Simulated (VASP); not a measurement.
A run of VASP 6.6.1:

INCAR

```
SYSTEM = AlB2As3
PREC     = Accurate       ! precision mode
ENCUT    = 520            ! plane-wave cutoff, eV
EDIFF    = 1E-7           ! SCF threshold, eV
ISMEAR   = 0              ! smearing method
SIGMA    = 0.1            ! smearing width, eV
LREAL    = .False.        ! projectors in reciprocal space
LASPH    = .True.         ! aspherical terms in the spheres
NELM     = 60             ! most SCF steps
ALGO     = Normal         ! electronic algorithm
ISIF     = 2              ! what is computed and relaxed
LWAVE    = .False.        ! write WAVECAR
LCHARG   = .False.        ! write CHGCAR
GGA      = PE             ! functional
NBANDS   = 21             ! bands
```

The input KPOINTS:

```
Automatic mesh
0
Gamma
  6 6 6
  0 0 0
```

POSCAR

```
AlB2As3
1.0
   -1.8221210300      1.8221210300      7.7306048000
    1.8221210300     -1.8221210300      7.7306048000
    1.8221210300      1.8221210300     -7.7306048000
Al B As
1 2 3
Direct
    0.5000000000      0.5000000000      0.0000000000
    0.8333333300      0.8333333300      0.0000000000
    0.1666666700      0.1666666700      0.0000000000
    0.5833333300      0.0833333300      0.5000000000
    0.2500000000      0.7500000000      0.5000000000
    0.9166666700      0.4166666700      0.5000000000
```

Potentials or basis: VASP PAW PBE potentials, release 64 (Al, B, As).

Launch:

```bash
$ cat potpaw_PBE.64/Al/POTCAR potpaw_PBE.64/B/POTCAR potpaw_PBE.64/As/POTCAR > POTCAR
$ mpirun -np 1 vasp_std > vasp.out
```

Hardware: 1 thread of Intel(R) Xeon(R) Platinum 8488C (Sapphire Rapids), with other jobs on the host.

Question: How long does it take, and how much memory?

Answer: Run time: 4 min on 1 thread of Intel(R) Xeon(R) Platinum 8488C (Sapphire Rapids), on a shared host, peak memory 0.56 GiB. Counts: scf iterations 14, k points 30.
